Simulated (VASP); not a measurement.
Crystal: TaAg2Br6.

```
Ta Ag Br
1.0
     0.00000    5.02321    5.02321
     5.02321    0.00000    5.02321
     5.02321    5.02321    0.00000
Ta Ag Br
1 2 6
Direct
  0.00000 0.00000 0.00000
  0.25000 0.25000 0.25000
  0.75000 0.75000 0.75000
  0.75888 0.24112 0.24112
  0.24112 0.75888 0.24112
  0.24112 0.24112 0.75888
  0.24112 0.75888 0.75888
  0.75888 0.24112 0.75888
  0.75888 0.75888 0.24112
```

| Item | Value |
| --- | --- |
| Program | VASP 6.6.1 |
| Task | relaxation of cell and atoms |
| Functional | PBE |
| Potentials or basis | VASP PAW PBE potentials, release 64 (Ta_pv, Ag, Br) |
| Cutoff | 600 eV |
| k mesh | 4 × 4 × 4 |
| Occupations | gaussian, width 0.1 eV |
| Spin | no spin polarisation |

At the start: pressure 6.0 GPa; volume 28.17 Å³/atom.

Question: How do energy, volume and symmetry change on relaxing?

Answer: Over 3 steps the energy falls by 65.7 meV/atom and the volume is 30.47 Å³/atom (+8.2 %); space group Fm-3m (No. 225, to 0.1 Å) before and after.

Step by step:
| step | energy change (eV) | largest force (eV/Å) | pressure (GPa) | volume (Å³) |
| --- | --- | --- | --- | --- |
| 1 | 0.0000 | 1.8373 | 6.03 | 253.50 |
| 2 | -0.1975 | 1.0774 | -3.47 | 294.40 |
| 3 | -0.5914 | 0.0179 | -0.11 | 274.20 |

Final structure:
```yaml
crystal:
  lattice:
    - [0.00000, 5.15642, 5.15642]
    - [5.15642, 0.00000, 5.15642]
    - [5.15642, 5.15642, 0.00000]
  atoms:
    - { symbol: Ta, position: [0.00000, 0.00000, 0.00000] }
    - { symbol: Ag, position: [0.25000, 0.25000, 0.25000] }
    - { symbol: Ag, position: [0.75000, 0.75000, 0.75000] }
    - { symbol: Br, position: [0.75410, 0.24590, 0.24590] }
    - { symbol: Br, position: [0.24590, 0.75410, 0.24590] }
    - { symbol: Br, position: [0.24590, 0.24590, 0.75410] }
    - { symbol: Br, position: [0.24590, 0.75410, 0.75410] }
    - { symbol: Br, position: [0.75410, 0.24590, 0.75410] }
    - { symbol: Br, position: [0.75410, 0.75410, 0.24590] }
```

Caveat: an odd number of electrons without spin polarisation forces a metal; a magnetic or distorted state may lie lower.
